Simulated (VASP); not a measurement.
# Be3F2 (P6/mmm) in VASP: density of states with PBE

Aim: the density of states of Be3F2 with PBE.

Everything below comes from runs of VASP 6.6.1. Logs are shortened: lines on timing, memory, paths and dates and some standing lists are left out, and cuts for length are marked.

## 1. The cell of the first run

The structure is hexagonal, space group P6/mmm (No. 191). The conventional cell has a = 5.890 Å, b = 5.890 Å, c = 2.605 Å, α = 90.00°, β = 90.00°, γ = 120.00°. Within 2.3 Å of Be (site symmetry mmm) lie 2 F at 1.70 Å. F (site symmetry -6m2) has 3 Be at 1.70 Å within 2.3 Å.

## 2. Density of states, PBE

Contents of POSCAR:

```
Be3F2
1.0
    5.8899800999      0.0000000000      0.0000000000
   -2.9449900499      5.1008723943      0.0000000000
    0.0000000000      0.0000000000      2.6048752427
Be F
3 2
Direct
    0.5000000000      0.0000000000      0.0000000000
    0.0000000000      0.5000000000      0.0000000000
    0.5000000000      0.5000000000      0.0000000000
    0.3333333333      0.6666666667      0.0000000000
    0.6666666667      0.3333333333      0.0000000000
```

Contents of INCAR.step1:

```
ALGO     = Normal         # electronic algorithm
EDIFF    = 1E-7           # SCF threshold, eV
ENCUT    = 520            # plane-wave cutoff, eV
GGA      = PE             # functional
ISIF     = 2              # what is computed and relaxed
ISMEAR   = 0              # smearing method
LASPH    = True           # aspherical terms in the spheres
LCHARG   = True           # write CHGCAR
LREAL    = False          # projectors in reciprocal space
LWAVE    = False          # write WAVECAR
NBANDS   = 18             # bands
NELM     = 100            # most SCF steps
PREC     = Accurate       # precision mode
SIGMA    = 0.1            # smearing width, eV
```

Contents of KPOINTS.step1:

```
k-points
0
Gamma
  6 6 14
```

Contents of INCAR.step2:

```
ALGO     = Normal         # electronic algorithm
EDIFF    = 1E-7           # SCF threshold, eV
ENCUT    = 520            # plane-wave cutoff, eV
GGA      = PE             # functional
ICHARG   = 11             # starting density
ISIF     = 2              # what is computed and relaxed
ISMEAR   = -5             # smearing method
LASPH    = True           # aspherical terms in the spheres
LCHARG   = False          # write CHGCAR
LORBIT   = 11             # projections on sites
LREAL    = False          # projectors in reciprocal space
LWAVE    = False          # write WAVECAR
NEDOS    = 1001           # points of the DOS
NELM     = 100            # most SCF steps
PREC     = Accurate       # precision mode
SIGMA    = 0.1            # smearing width, eV
```

Contents of KPOINTS.step2:

```
k-points
0
Gamma
  9 9 21
```

Potentials or basis: VASP PAW PBE potentials, release 64 (Be, F).

Run with:

```
> cat potpaw_PBE.64/Be/POTCAR potpaw_PBE.64/F/POTCAR > POTCAR
> cp INCAR.step1 INCAR
> cp KPOINTS.step1 KPOINTS
> mpirun -np 1 vasp_std > vasp.out
> cp INCAR.step2 INCAR
> cp KPOINTS.step2 KPOINTS
> mpirun -np 1 vasp_std > vasp.out
```

OUTCAR:

```text
EDIFF = 1E-7
   ENCUT = 520
   GGA = PE
   ICHARG = 11
   ISIF = 2
   ISMEAR = -5
   LASPH = True
   LORBIT = 11
   LREAL = False
   NELM = 100
   PREC = Accurate

 ion  position               nearest neighbor table
   1  0.500  0.000  0.000-   4 1.70   5 1.70
   2  0.000  0.500  0.000-   4 1.70   5 1.70
   3  0.500  0.500  0.000-   4 1.70   5 1.70
   4  0.333  0.667  0.000-   1 1.70   2 1.70   3 1.70
   5  0.667  0.333  0.000-   1 1.70   2 1.70   3 1.70

  LATTYP: Found a hexagonal cell.
 ALAT       =     5.8899800999
 C/A-ratio  =     0.4422553555

  Lattice vectors:

 A1 = (   5.8899800999,   0.0000000000,   0.0000000000)
 A2 = (  -2.9449900499,   5.1008723943,   0.0000000000)
 A3 = (   0.0000000000,   0.0000000000,   2.6048752427)

Analysis of symmetry for initial positions (statically):
=====================================================================
 Subroutine PRICEL returns:
 Original cell was already a primitive cell.

 Routine SETGRP: Setting up the symmetry group for a
 hexagonal supercell.

 Subroutine GETGRP returns: Found 24 space group operations
 (whereof 24 operations were pure point group operations)
 out of a pool of 24 trial point group operations.

The static configuration has the point symmetry D_6h.

Analysis of symmetry for dynamics (positions and initial velocities):
=====================================================================
 Subroutine PRICEL returns:
 Original cell was already a primitive cell.

 Routine SETGRP: Setting up the symmetry group for a
 hexagonal supercell.

 Subroutine GETGRP returns: Found 24 space group operations
 (whereof 24 operations were pure point group operations)
 out of a pool of 24 trial point group operations.

The dynamic configuration has the point symmetry D_6h.

 Subroutine INISYM returns: Found 24 space group operations
 (whereof 24 operations are pure point group operations),
 and found     1 'primitive' translations

----------------------------------------------------------------------------------------

                                     Primitive cell

  volume of cell :      78.2610

  direct lattice vectors                    reciprocal lattice vectors
     5.889980100  0.000000000  0.000000000     0.169779861  0.098022448  0.000000000
    -2.944990050  5.100872394  0.000000000     0.000000000  0.196044896  0.000000000
     0.000000000  0.000000000  2.604875243     0.000000000  0.000000000  0.383895545

  length of vectors
     5.889980100  5.889980100  2.604875243     0.196044896  0.196044896  0.383895545

  position of ions in fractional coordinates (direct lattice)
     0.500000000  0.000000000  0.000000000
     0.000000000  0.500000000  0.000000000
     0.500000000  0.500000000  0.000000000
     0.333333333  0.666666667  0.000000000
     0.666666667  0.333333333  0.000000000

  ion indices of the primitive-cell ions
   primitive index   ion index
                 1           1
                 2           2
                 3           3
                 4           4
                 5           5

----------------------------------------------------------------------------------------

 KPOINTS: k-points

Automatic generation of k-mesh.
 Grid dimensions read from file:
 generate k-points for:    9    9   21

 Generating k-lattice:

  Cartesian coordinates                     Fractional coordinates (reciprocal lattice)
     0.018864429  0.010891383  0.000000000     0.111111111  0.000000000  0.000000000
     0.000000000  0.021782766  0.000000000     0.000000000  0.111111111  0.000000000
     0.000000000  0.000000000  0.018280740     0.000000000  0.000000000  0.047619048

  Length of vectors
     0.021782766  0.021782766  0.018280740

  Shift w.r.t. Gamma in fractional coordinates (k-lattice)
     0.000000000  0.000000000  0.000000000

 TETIRR: Found   1683 inequivalent tetrahedra from    10206

 Subroutine IBZKPT returns following result:
 ===========================================

 Found    132 irreducible k-points:

 Following reciprocal coordinates:
            Coordinates               Weight
  0.000000  0.000000  0.000000      1.000000
  0.111111  0.000000  0.000000      6.000000
  0.222222  0.000000  0.000000      6.000000
  0.333333  0.000000  0.000000      6.000000
  0.444444  0.000000  0.000000      6.000000
  0.111111  0.111111  0.000000      6.000000
[... 16 lines left out ...]
  0.333333  0.222222  0.047619     24.000000
  0.333333  0.333333  0.047619      4.000000
 [... further k-points ...]
   k-points           NKPTS =    132   k-points in BZ     NKDIM =    132   number of bands    NBANDS=     14
   number of dos      NEDOS =   1001   number of ions     NIONS =      5
   total plane-waves  NPLWV =  46080
   dimension x,y,z NGX =    48 NGY =   48 NGZ =   20
   dimension x,y,z NGXF=    96 NGYF=   96 NGZF=   40
   ions per type =               3   2
   NGX,Y,Z   is equivalent  to a cutoff of  13.55, 13.55, 12.76 a.u.
   NGXF,Y,Z  is equivalent  to a cutoff of  27.10, 27.10, 25.53 a.u.
 SYSTEM =  unknown system
   PREC   = accura    normal or accurate (medium, high low for compatibility)
   ISTART =      0    job   : 0-new  1-cont  2-samecut
   ICHARG =     11    charge: 1-file 2-atom 10-const
   ISPIN  =      1    spin polarized calculation?
   LNONCOLLINEAR =      F non collinear calculations
   LSORBIT =      F    spin-orbit coupling
   LASPH  =      T    aspherical Exc in radial PAW
   ENCUT  =  520.0 eV  38.22 Ry    6.18 a.u.  10.95 10.95  4.84*2*pi/ulx,y,z
   NELM   =    100;   NELMIN=  2; NELMDL=  0     # of ELM steps
   EDIFF  = 0.1E-06   stopping-criterion for ELM
   LREAL  =      F    real-space projection
   EDIFFG = 0.1E-05   stopping-criterion for IOM
   NSW    =      0    number of steps for IOM
   IBRION =     -1    ionic relax: 0-MD 1-quasi-New 2-CG
   NFREE  =      0    steps in history (QN), initial steepest desc. (CG)
   ISIF   =      2    stress and relaxation
   ISYM   =      2    0-nonsym 1-usesym 2-fastsym
   POTIM  = 0.5000    time-step for ionic-motion
   TEBEG  =    0.0;   TEEND  =   0.0 temperature during run
   PSTRESS=    0.0 pullay stress
   NELECT =      20.0000    total number of electrons
   NUPDOWN=      -1.0000    fix difference up-down
   EMIN   =  10.00;   EMAX   =-10.00  energy-range for DOS
   EFERMI =   0.00;   METHOD = LEGACY
   ISMEAR =    -5;   SIGMA  =   0.10  broadening in eV -4-tet -1-fermi 0-gaus
   EFERMI_NEDOS =   21; number of points for ismear=-14 and -15
   IALGO  =     38    algorithm
   IMIX   =      4    mixing-type and parameters
     AMIX     =   0.40;   BMIX     =  1.00
     AMIX_MAG =   1.60;   BMIX_MAG =  1.00
  volume/ion in A,a.u.               =      15.65       105.63
  Fermi-wavevector in a.u.,A,eV,Ry     =   1.038890  1.963218 14.684678  1.079293
  Thomas-Fermi vector in A             =   2.173396
   LORBIT       =     11    0 simple, 1 ext, 2 COOP (PROOUT), +10 PAW based schemes
   GGA     = PE    functional components
   LHFCALC =     F    Hartree Fock is set to
   AEXX    =    0.0000 exact exchange contribution
   IVDW    =     0    specifies the selected vdW correction
   LEPSILON=     F    determine dielectric tensor
   LRPA    =     F    only Hartree local field effects (RPA)
 non-spin polarized calculation
 Fermi weights with tetrahedron method with Bloechl corrections
  energy-cutoff  :      520.00
  volume of cell :       78.26
 maximum number of plane-waves:      2126
 NGX is ok and might be reduce to    48

 number of electron      20.0000004 magnetization

 Free energy of the ion-electron system (eV)
  ---------------------------------------------------
  ext. energy  EPLUGINS =         0.00000000
  ---------------------------------------------------
  free energy    TOTEN  =       -15.68625746 eV

  energy without entropy =      -15.68625746  energy(sigma->0) =      -15.68625746

 E-fermi :   1.9718     XC(G=0):  -7.9998

 val. band max:        1.9962430587   @ k =   0.1111   0.1111   0.0952
 cond. band min:       1.9585274527   @ k =   0.2222   0.2222   0.3810
 fundamental gap:     -0.0377156060
 Fermi energy:         1.9717879426

 k-point     1 :       0.0000    0.0000    0.0000
  band No.  band energies     occupation
      1     -25.6322      2.00000
      2     -25.5867      2.00000
      3      -8.2072      2.00000
      4      -8.2071      2.00000
      5      -8.1744      2.00000
      6      -8.1744      2.00000
      7      -5.0225      2.00000
      8      -4.8764      2.00000
      9      -1.7878      2.00000
     10       2.1880      0.00000
     11       2.1881      0.00000
     12       3.0286      0.00000
     13       3.0287      0.00000
     14       6.6027      0.00000

 k-point     2 :       0.1111    0.0000    0.0000
  band No.  band energies     occupation
      1     -25.6310      2.00000
      2     -25.5881      2.00000
      3      -8.2415      2.00000
      4      -8.2408      2.00000
      5      -8.1473      2.00000
      6      -8.1406      2.00000
      7      -5.0187      2.00000
      8      -4.8803      2.00000
      9      -1.6967      2.00000
     10       2.0497      0.43732
[... 362 lines left out ...]
 k-point    24 :       0.3333    0.3333    0.0476
  band No.  band energies     occupation
      1     -25.6018      2.00000
      2     -25.6018      2.00000
      3      -8.3941      2.00000
      4      -8.1977      2.00000
      5      -8.1977      2.00000
      6      -7.9892      2.00000
      7      -5.0140      2.00000
      8      -5.0140      2.00000
      9       0.1907      2.00000
     10       0.1908      2.00000
     11       0.9411      2.00000
     12       3.5370      0.00000
     13       4.1595      0.00000
     14       4.1596      0.00000

 [... further k-points ...]

------------------------ aborting loop because EDIFF is reached ----------------------------------------

  FORCE on cell =-STRESS in cart. coord.  units (eV):
  Direction    XX          YY          ZZ          XY          YZ          ZX
  --------------------------------------------------------------------------------------
  -------------------------------------------------------------------------------------
  Total       -0.1830710     -0.1830710     -0.3376790     -0.0000000      0.0000000     -0.0000000
  in kB       -3.7478729     -3.7478729     -6.9130456     -0.0000000      0.0000000     -0.0000000
  external PRESSURE =      -4.8029305 kB  Pullay stress =       0.0000000 kB

 VOLUME and BASIS-vectors are now :
 -----------------------------------------------------------------------------
  energy-cutoff  :      520.00
  volume of cell :       78.26
      direct lattice vectors                 reciprocal lattice vectors
     5.889980100  0.000000000  0.000000000     0.169779861  0.098022448  0.000000000
    -2.944990050  5.100872394  0.000000000     0.000000000  0.196044896  0.000000000
     0.000000000  0.000000000  2.604875243     0.000000000  0.000000000  0.383895545

 POSITION                                       TOTAL-FORCE (eV/Angst)
 -----------------------------------------------------------------------------------
      2.94499      0.00000      0.00000        -0.000000      0.000000      0.000000
     -1.47250      2.55044      0.00000        -0.000000      0.000000      0.000000
      1.47250      2.55044      0.00000        -0.000000      0.000000      0.000000
     -0.00000      3.40058      0.00000         0.000000      0.000000      0.000000
      2.94499      1.70029      0.00000        -0.000000     -0.000000     -0.000000
 -----------------------------------------------------------------------------------
    total drift:                               -0.000000      0.000000      0.000000

  FREE ENERGIE OF THE ION-ELECTRON SYSTEM (eV)
  ---------------------------------------------------
  free  energy   TOTEN  =       -15.6862574575 eV

  energy  without entropy=      -15.6862574575  energy(sigma->0) =      -15.68625746

 total charge

# of ion       s       p       d       tot
------------------------------------------
    1        0.359   0.427   0.000   0.787
    2        0.359   0.427   0.000   0.787
    3        0.359   0.427   0.000   0.787
    4        1.762   4.380   0.000   6.142
    5        1.762   4.380   0.000   6.142
--------------------------------------------------
tot          4.601  10.042   0.000  14.643
```

Run time: 2.4 min. Hardware: 1 thread of Intel Xeon Platinum 8375C at 2.90GHz (Ice Lake), shared host; peak memory 0.27 GiB.

What came out:

```yaml
Valence_electrons_inside_the_program's_atomic_spheres: Be 0.79; F 6.14
```

Levels at points of the mesh, in eV from the Fermi level:
```tsv
k point	band 6	band 7	band 8	band 9	band 10	band 11	band 12	band 13	band 14
(0.00, 0.00, 0.00)	-10.15	-6.99	-6.85	-3.76	0.22	0.22	1.06	1.06	4.63
```

Caveat: tetrahedron occupations give inexact forces and stress in metals.
